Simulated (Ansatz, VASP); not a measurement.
# Sb: VASP beside Ansatz

```xyz
2
Lattice="0.0000 3.3734 3.3734 3.3734 0.0000 3.3734 3.3734 3.3734 0.0000" Properties=species:S:1:pos:R:3 pbc="T T T"
Sb   -0.8434   -0.8434   -0.8434
Sb    0.8434    0.8434    0.8434
```

Change from the starting cell: volume scaled by 0.9, LAPW.

Alike in both runs: task single point; functional PBE; k mesh 10 × 10 × 10; occupations fermi-dirac, width 0.08 eV; no spin polarisation.

|  | VASP | Ansatz |
| --- | --- | --- |
| version | VASP 6.6.1 | Ansatz 0.2.0 |
| potentials or method | VASP PAW PBE potentials, release 64 (Sb), cutoff 500 eV | all-electron LAPW, scalar-relativistic |

|  | VASP | Ansatz | Ansatz less VASP |
| --- | --- | --- | --- |
| pressure (GPa) | 4.1 | 4.1 | -0.05 |

Ansatz ran all-electron here, and VASP with PAW potentials.

Neither program's run includes spin-orbit coupling.
